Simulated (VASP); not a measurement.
# Mn (P6_3/mmc) in VASP: single point with RPBE

Aim: the single point of Mn with RPBE.

All numbers are computed with VASP 6.6.1; they aren't measurements. Logs are shortened: lines on timing, memory, paths and dates and some standing lists are left out, and cuts for length are marked.

## (1) The cell of the first run

The structure is hexagonal, space group P6_3/mmc (No. 194). The conventional cell has a = 2.505 Å, b = 2.505 Å, c = 4.073 Å, α = 90.00°, β = 90.00°, γ = 120.00°. Within 3.3 Å of Mn (site symmetry -6m2) lie 12 Mn at 2.50 to 2.51 Å.

This isn't the form of Mn at room conditions, which is a 58-atom cubic cell.

## (2) Single point, RPBE, collinear spin, antiferromagnetic start

Input file INCAR:

```
PREC = Accurate
ENCUT = 520
EDIFF = 1E-6
ISMEAR = -1
SIGMA = 0.05
LREAL = F
LASPH = T
NELM = 150
ALGO = Normal
ISIF = 2
LWAVE = F
LCHARG = T
ISPIN = 2
MAGMOM = 0.796 -0.796
LORBIT = 11
LMAXMIX = 4
GGA = RP
LELF = T
LVHAR = T
NBANDS = 24
```

Input file KPOINTS:

```
Automatic mesh
0
Gamma
  24 24 13
```

Input file POSCAR:

```
Mn
1.0
    2.5053535497      0.0000000000      0.0000000000
   -1.2526767748      2.1696998195      0.0000000000
    0.0000000000      0.0000000000      4.0728517586
Mn
2
Direct
    0.3333333333      0.6666666667      0.2500000000
    0.6666666667      0.3333333333      0.7500000000
```

Potentials or basis: VASP PAW PBE potentials, release 64 (Mn_pv).

The run is started by

```sh
$ cat potpaw_PBE.64/Mn_pv/POTCAR > POTCAR
$ mpirun -np 1 vasp_std > vasp.out
```

OUTCAR:

```text
PREC = Accurate
   ENCUT = 520
   EDIFF = 1E-6
   ISMEAR = -1
   LREAL = F
   LASPH = T
   NELM = 150
   ISIF = 2
   ISPIN = 2
   LORBIT = 11
   GGA = RP

 ion  position               nearest neighbor table
   1  0.333  0.667  0.250-   2 2.50   2 2.50   2 2.50   2 2.50   2 2.50   2 2.50
   2  0.667  0.333  0.750-   1 2.50   1 2.50   1 2.50   1 2.50   1 2.50   1 2.50

  LATTYP: Found a hexagonal cell.
 ALAT       =     2.5053535497
 C/A-ratio  =     1.6256594839

  Lattice vectors:

 A1 = (   2.5053535497,   0.0000000000,   0.0000000000)
 A2 = (  -1.2526767748,   2.1696998195,   0.0000000000)
 A3 = (   0.0000000000,   0.0000000000,   4.0728517586)

Analysis of symmetry for initial positions (statically):
=====================================================================
 Subroutine PRICEL returns:
 Original cell was already a primitive cell.

 Routine SETGRP: Setting up the symmetry group for a
 hexagonal supercell.

 Subroutine GETGRP returns: Found 24 space group operations
 (whereof 12 operations were pure point group operations)
 out of a pool of 24 trial point group operations.

The static configuration has the point symmetry D_3d.
 The point group associated with its full space group is D_6h.

Analysis of symmetry for dynamics (positions and initial velocities):
=====================================================================
 Subroutine PRICEL returns:
 Original cell was already a primitive cell.

 Routine SETGRP: Setting up the symmetry group for a
 hexagonal supercell.

 Subroutine GETGRP returns: Found 24 space group operations
 (whereof 12 operations were pure point group operations)
 out of a pool of 24 trial point group operations.

The dynamic configuration has the point symmetry D_3d.
 The point group associated with its full space group is D_6h.

Analysis of structural, dynamic, and magnetic symmetry:
=====================================================================
 Subroutine PRICEL returns:
 Original cell was already a primitive cell.

 Routine SETGRP: Setting up the symmetry group for a
 hexagonal supercell.

 Subroutine GETGRP returns: Found 24 space group operations
 (whereof 12 operations were pure point group operations)
 out of a pool of 24 trial point group operations.

The overall configuration has the point symmetry D_3d.
 The point group associated with its full space group is D_6h.

 Subroutine INISYM returns: Found 24 space group operations
 (whereof 12 operations are pure point group operations),
 and found     1 'primitive' translations

----------------------------------------------------------------------------------------

                                     Primitive cell

  volume of cell :      22.1395

  direct lattice vectors                    reciprocal lattice vectors
     2.505353550  0.000000000  0.000000000     0.399145262  0.230446625  0.000000000
    -1.252676775  2.169699819  0.000000000     0.000000000  0.460893249  0.000000000
     0.000000000  0.000000000  4.072851759     0.000000000  0.000000000  0.245528210

  length of vectors
     2.505353550  2.505353550  4.072851759     0.460893249  0.460893249  0.245528210

  position of ions in fractional coordinates (direct lattice)
     0.333333333  0.666666667  0.250000000
     0.666666667  0.333333333  0.750000000

  ion indices of the primitive-cell ions
   primitive index   ion index
                 1           1
                 2           2

----------------------------------------------------------------------------------------

 KPOINTS: Automatic mesh

Automatic generation of k-mesh.
 Grid dimensions read from file:
 generate k-points for:   24   24   13

 Generating k-lattice:

  Cartesian coordinates                     Fractional coordinates (reciprocal lattice)
     0.016631053  0.009601943  0.000000000     0.041666667  0.000000000  0.000000000
     0.000000000  0.019203885  0.000000000     0.000000000  0.041666667  0.000000000
     0.000000000  0.000000000  0.018886785     0.000000000  0.000000000  0.076923077

  Length of vectors
     0.019203885  0.019203885  0.018886785

  Shift w.r.t. Gamma in fractional coordinates (k-lattice)
     0.000000000  0.000000000  0.000000000

 Subroutine IBZKPT returns following result:
 ===========================================

 Found    427 irreducible k-points:

 Following reciprocal coordinates:
            Coordinates               Weight
  0.000000  0.000000  0.000000      1.000000
  0.041667 -0.000000  0.000000      6.000000
  0.083333  0.000000  0.000000      6.000000
  0.125000  0.000000  0.000000      6.000000
  0.166667 -0.000000  0.000000      6.000000
  0.208333 -0.000000  0.000000      6.000000
[... 16 lines left out ...]
  0.416667  0.041667  0.000000     12.000000
  0.458333  0.041667  0.000000     12.000000
 [... further k-points ...]
   k-points           NKPTS =    427   k-points in BZ     NKDIM =    427   number of bands    NBANDS=     24
   number of dos      NEDOS =    301   number of ions     NIONS =      2
   total plane-waves  NPLWV =  12000
   dimension x,y,z NGX =    20 NGY =   20 NGZ =   30
   dimension x,y,z NGXF=    40 NGYF=   40 NGZF=   60
   ions per type =               2
   NGX,Y,Z   is equivalent  to a cutoff of  13.27, 13.27, 12.25 a.u.
   NGXF,Y,Z  is equivalent  to a cutoff of  26.54, 26.54, 24.49 a.u.
 SYSTEM =  unknown system
   PREC   = accura    normal or accurate (medium, high low for compatibility)
   ISTART =      0    job   : 0-new  1-cont  2-samecut
   ICHARG =      2    charge: 1-file 2-atom 10-const
   ISPIN  =      2    spin polarized calculation?
   LNONCOLLINEAR =      F non collinear calculations
   LSORBIT =      F    spin-orbit coupling
   LASPH  =      T    aspherical Exc in radial PAW
   ENCUT  =  520.0 eV  38.22 Ry    6.18 a.u.   4.66  4.66  7.57*2*pi/ulx,y,z
   NELM   =    150;   NELMIN=  2; NELMDL= -5     # of ELM steps
   EDIFF  = 0.1E-05   stopping-criterion for ELM
   LREAL  =      F    real-space projection
   EDIFFG = 0.1E-04   stopping-criterion for IOM
   NSW    =      0    number of steps for IOM
   IBRION =     -1    ionic relax: 0-MD 1-quasi-New 2-CG
   NFREE  =      0    steps in history (QN), initial steepest desc. (CG)
   ISIF   =      2    stress and relaxation
   ISYM   =      2    0-nonsym 1-usesym 2-fastsym
   POTIM  = 0.5000    time-step for ionic-motion
   TEBEG  =    0.0;   TEEND  =   0.0 temperature during run
   PSTRESS=    0.0 pullay stress
   NELECT =      26.0000    total number of electrons
   NUPDOWN=      -1.0000    fix difference up-down
   EMIN   =  10.00;   EMAX   =-10.00  energy-range for DOS
   EFERMI =   0.00;   METHOD = LEGACY
   ISMEAR =    -1;   SIGMA  =   0.05  broadening in eV -4-tet -1-fermi 0-gaus
   EFERMI_NEDOS =   21; number of points for ismear=-14 and -15
   IALGO  =     38    algorithm
   IMIX   =      4    mixing-type and parameters
     AMIX     =   0.40;   BMIX     =  1.00
     AMIX_MAG =   1.60;   BMIX_MAG =  1.00
  volume/ion in A,a.u.               =      11.07        74.70
  Fermi-wavevector in a.u.,A,eV,Ry     =   1.727204  3.263941 40.589337  2.983232
  Thomas-Fermi vector in A             =   2.802371
   LORBIT       =     11    0 simple, 1 ext, 2 COOP (PROOUT), +10 PAW based schemes
   GGA     = RP    functional components
   LHFCALC =     F    Hartree Fock is set to
   AEXX    =    0.0000 exact exchange contribution
   IVDW    =     0    specifies the selected vdW correction
   LEPSILON=     F    determine dielectric tensor
   LRPA    =     F    only Hartree local field effects (RPA)
 spin polarized calculation
  energy-cutoff  :      520.00
  volume of cell :       22.14
 maximum number of plane-waves:       615
 NGX is ok and might be reduce to    20
   NGX =  9   NGY =  9   NGZ = 15

 number of electron      26.0000023 magnetization      -0.0000000

 number of electron      26.0000023 magnetization       0.0000000

 Free energy of the ion-electron system (eV)
  ---------------------------------------------------
  ext. energy  EPLUGINS =         0.00000000
  ---------------------------------------------------
  free energy    TOTEN  =       -16.81180484 eV

  energy without entropy =      -16.79306259  energy(sigma->0) =      -16.80243371

 E-fermi :  10.1056     XC(G=0): -13.7072

 val. band max:       10.1047500709   @ k =   0.2917   0.2917   0.4615
 cond. band min:      10.1074257085   @ k =   0.0833   0.0417   0.0000
 fundamental gap:      0.0026756376
 Fermi energy:        10.1056099463

 spin component 1

 k-point     1 :       0.0000    0.0000    0.0000
  band No.  band energies     occupation
      1     -38.4094      1.00000
      2     -37.9320      1.00000
      3     -37.9320      1.00000
      4     -37.1304      1.00000
      5     -37.0711      1.00000
      6     -37.0711      1.00000
[... 16 lines left out ...]
     23      36.0231      0.00000
     24      36.0231      0.00000
[... 598 lines left out ...]
      2     -38.2462      1.00000
      3     -38.0609      1.00000
      4     -37.5866      1.00000
      5     -37.1939      1.00000
      6     -37.1462      1.00000
[... 16 lines left out ...]
     23      26.2490      0.00000
     24      31.3348      0.00000

 [... further k-points ...]

 spin component 2

 k-point     1 :       0.0000    0.0000    0.0000
  band No.  band energies     occupation
      1     -38.4094      1.00000
      2     -37.9320      1.00000
      3     -37.9320      1.00000
      4     -37.1304      1.00000
      5     -37.0711      1.00000
      6     -37.0711      1.00000
[... 16 lines left out ...]
     23      36.0231      0.00000
     24      36.0231      0.00000
[... 598 lines left out ...]
      2     -38.2462      1.00000
      3     -38.0609      1.00000
      4     -37.5866      1.00000
      5     -37.1939      1.00000
      6     -37.1462      1.00000
[... 16 lines left out ...]
     23      26.2490      0.00000
     24      31.3348      0.00000

 [... further k-points ...]
[... 5 lines left out ...]
  --------------------------------------------------------------------------------------
  -------------------------------------------------------------------------------------
  Total        0.0787597      0.0787597      0.0830929      0.0000000      0.0000000      0.0000000
  in kB        5.6996365      5.6996365      6.0132200      0.0000000      0.0000000      0.0000000
  external PRESSURE =       5.8041643 kB  Pullay stress =       0.0000000 kB

 VOLUME and BASIS-vectors are now :
 -----------------------------------------------------------------------------
  energy-cutoff  :      520.00
  volume of cell :       22.14
      direct lattice vectors                 reciprocal lattice vectors
     2.505353550  0.000000000  0.000000000     0.399145262  0.230446625  0.000000000
    -1.252676775  2.169699819  0.000000000     0.000000000  0.460893249  0.000000000
     0.000000000  0.000000000  4.072851759     0.000000000  0.000000000  0.245528210

 POSITION                                       TOTAL-FORCE (eV/Angst)
 -----------------------------------------------------------------------------------
     -0.00000      1.44647      1.01821        -0.000000     -0.000000      0.000000
      1.25268      0.72323      3.05464         0.000000      0.000000      0.000000
 -----------------------------------------------------------------------------------
    total drift:                               -0.000000      0.000000     -0.000000

  FREE ENERGIE OF THE ION-ELECTRON SYSTEM (eV)
  ---------------------------------------------------
  free  energy   TOTEN  =       -16.8118048377 eV

  energy  without entropy=      -16.7930625921  energy(sigma->0) =      -16.80243371

 total charge

# of ion       s       p       d       tot
------------------------------------------
    1        0.415   6.378   5.129  11.921
    2        0.415   6.378   5.129  11.921
--------------------------------------------------
tot          0.829  12.756  10.257  23.843

 magnetization (x)

# of ion       s       p       d       tot
------------------------------------------
    1        0.006   0.015   0.849   0.870
    2       -0.006  -0.015  -0.849  -0.870
--------------------------------------------------
tot          0.000   0.000   0.000   0.000
```

It took 5.2 min on 1 thread of Intel Xeon Platinum 8488C (Sapphire Rapids), shared host; peak memory 0.39 GiB.

Results:

- Free energy: -16.8118 eV
- Pressure: 0.6 GPa
- Band gap on the k mesh: zero (filled and empty bands overlap)
- Net moment: 0.00 μB per cell
- Site moments: Mn +0.87, -0.87 μB
- Valence electrons inside the program's atomic spheres: Mn 11.92

Levels at points of the mesh, in eV from the Fermi level:
Spin up:
```tsv
k point	band 9	band 10	band 11	band 12	band 13	band 14	band 15	band 16	band 17	band 18
(0.00, 0.00, 0.00)	-1.06	-1.06	-0.90	-0.25	-0.25	-0.07	-0.07	0.60	1.78	1.78
(0.50, 0.00, 0.00)	-3.57	-1.34	-1.13	-0.82	-0.36	1.48	2.01	2.27	3.45	5.51
```
Spin down:
| k point | band 10 | band 11 | band 12 | band 13 | band 14 | band 15 | band 16 | band 17 |
| --- | --- | --- | --- | --- | --- | --- | --- | --- |
| (0.00, 0.00, 0.00) | -1.06 | -0.90 | -0.25 | -0.25 | -0.07 | -0.07 | 0.60 | 1.78 |
| (0.50, 0.00, 0.00) | -1.34 | -1.13 | -0.82 | -0.36 | 1.48 | 2.01 | 2.27 | 3.45 |

Caveat: the antiferromagnetic order is the one typed at the start, and another may lie lower; the PAW data sets were made with another functional, which shifts forces and pressure a little.
